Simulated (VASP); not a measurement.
Wanted: the native input for a VASP 6.6.1 run.

```yaml
Task: relaxation of cell and atoms
Functional: PBE
Potentials_or_basis: VASP PAW PBE potentials, release 64 (Si)
Cutoff: 500 eV
k_mesh: 8 × 8 × 8
Occupations: gaussian, width 0.01 eV
Spin: no spin polarisation
Dipole_correction: no
Further_INCAR_settings: ALGO = Normal; EDIFF = 1e-07; IBRION = 2; EDIFFG = -0.001; NSW = 80; ISIF = 3
```

The structure of Si lies in POSCAR:

```
Si
1.0
    0.0000000000      2.7352985364      2.7352985364
    2.7352985364      0.0000000000      2.7352985364
    2.7352985364      2.7352985364      0.0000000000
Si
2
Direct
    0.0000000000      0.0000000000      0.0000000000
    0.2500000000      0.2500000000      0.2500000000
```

These files were run (other wordings do the same):

INCAR

```
SYSTEM = Si
PREC = Accurate ; ENCUT = 500
EDIFF = 1E-7 ; ISMEAR = 0
SIGMA = 0.01 ; LREAL = .FALSE.
LASPH = .TRUE. ; NELM = 120
ALGO = Normal ; ISIF = 3
LWAVE = .FALSE. ; LCHARG = .FALSE.
GGA = PE ; IBRION = 2
NSW = 80 ; EDIFFG = -0.001
GGA_COMPAT = .FALSE. ; NELMIN = 4
```

KPOINTS

```
regular mesh
0
G
  8 8 8
  0 0 0
```

Potentials or basis: VASP PAW PBE potentials, release 64 (Si).

Command:

```sh
$ cat potpaw_PBE.64/Si/POTCAR > POTCAR
$ mpirun -np 1 vasp_std > vasp.out
```

Results of the run:

```
Relaxed volume                        : 20.44 Å³/atom
Relaxed cell                          : a = 3.867 Å, b = 3.867 Å, c = 3.867 Å, α = 60.00°, β = 60.00°, γ = 60.00°
Space group after relaxing (to 0.1 Å) : Fd-3m (No. 227)
Energy gained by relaxing             : 0.0 meV/atom
Ionic steps                           : 3
Pressure after relaxing               : 0.0 GPa
Band gap on the k mesh                : 0.65 eV (least direct gap 2.56 eV)
```

It took 15 s on 1 thread of Intel(R) Xeon(R) Platinum 8488C (Sapphire Rapids), on a shared host, peak memory 0.14 GiB.
